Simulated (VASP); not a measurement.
Input of a VASP 6.6.1 run:

File INCAR:

```
SYSTEM = Nb
PREC = Accurate
ENCUT = 500
EDIFF = 1E-6
ISMEAR = 0
SIGMA = 0.022
LREAL = .False.
LASPH = .True.
NELM = 120
ALGO = Normal
ISIF = 2
LWAVE = .False.
LCHARG = .True.
GGA = PE
LELF = .True.
LVHAR = .True.
NBANDS = 12
GGA_COMPAT = .False.
```

File KPOINTS:

```
Automatic mesh
0
Gamma
  11 11 11
  0 0 0
```

The input POSCAR:

```
Nb
1.0
   -1.6639500000      1.6639500000      1.6639500000
    1.6639500000     -1.6639500000      1.6639500000
    1.6639500000      1.6639500000     -1.6639500000
Nb
1
Direct
    0.0000000000      0.0000000000      0.0000000000
```

Potentials or basis: VASP PAW PBE potentials, release 64 (Nb_sv).

Run with:

```console
$ cat potpaw_PBE.64/Nb_sv/POTCAR > POTCAR
$ mpirun -np 1 vasp_std > vasp.out
```

Problem. Predict the pressure.

Solution. -2.1 GPa.
